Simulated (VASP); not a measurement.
A run of VASP 6.6.1 is set up as follows.

The input INCAR:

```
PREC     = Accurate       # precision mode
ENCUT    = 520            # plane-wave cutoff, eV
EDIFF    = 1E-6           # SCF threshold, eV
ISMEAR   = 0              # smearing method
SIGMA    = 0.02           # smearing width, eV
LREAL    = Auto         
LASPH    = T              # aspherical terms in the spheres
NELM     = 60             # most SCF steps
ALGO     = Normal         # electronic algorithm
ISIF     = 2              # what is computed and relaxed
LWAVE    = F              # write WAVECAR
LCHARG   = F              # write CHGCAR
GGA      = PE             # functional
IVDW     = 12             # dispersion correction
NBANDS   = 104            # bands
```

Contents of KPOINTS:

```
regular mesh
0
Gamma
  2 2 1
```

File POSCAR:

```
Cu12HClO6
1.0
    6.0057400000      0.0000000000      0.0000000000
    3.0028700000      5.2011230000      0.0000000000
    0.0000000000      0.0000000000     19.1295820000
Cu O Cl H
12 6 1 1
Direct
    0.1666667000      0.1666667000      0.0843175000
    0.6666667000      0.1666667000      0.0843175000
    0.1666667000      0.6666667000      0.0843175000
    0.6666667000      0.6666667000      0.0843175000
    0.8316848178      0.8309933415      0.2197944549
    0.3378651637      0.8308684081      0.2197467263
    0.8312902605      0.3376281975      0.2197663509
    0.3341033277      0.3334063278      0.2135665583
    0.5045497093      0.5025648918      0.3392919892
    0.9951846527      0.5032953139      0.3392452969
    0.5047812817     -0.0062371526      0.3393518070
    0.9997921647      0.9990374929      0.3471647125
    0.3333333000      0.3333333000      0.1163599000
    0.0000000000      0.0000000000      0.0522751000
    1.0003039073      0.0000166306      0.2497875224
    0.6669363857      0.6667150856      0.1834449597
    0.6679403672      0.6663849881      0.3829717209
    0.3346635410      0.3330399748      0.3104477647
    0.9999694751     -0.0026712298      0.4565044395
    0.6682224563      0.6665299597      0.4338998352
```

Potentials or basis: VASP PAW PBE potentials, release 64 (Cu, O, Cl, H).

Run with:

```console
$ cat potpaw_PBE.64/Cu/POTCAR potpaw_PBE.64/O/POTCAR potpaw_PBE.64/Cl/POTCAR potpaw_PBE.64/H/POTCAR > POTCAR
$ mpirun -np 1 vasp_std > vasp.out
```

(1) Predict the dispersion energy per atom.

(2) What does it give for the largest force?

Results:

(1) -0.215 eV.

(2) 0.691 eV/Å.

Caveat: the k points lie up to 0.60 Å⁻¹ apart; there is no dipole correction, which matters where the two faces differ.
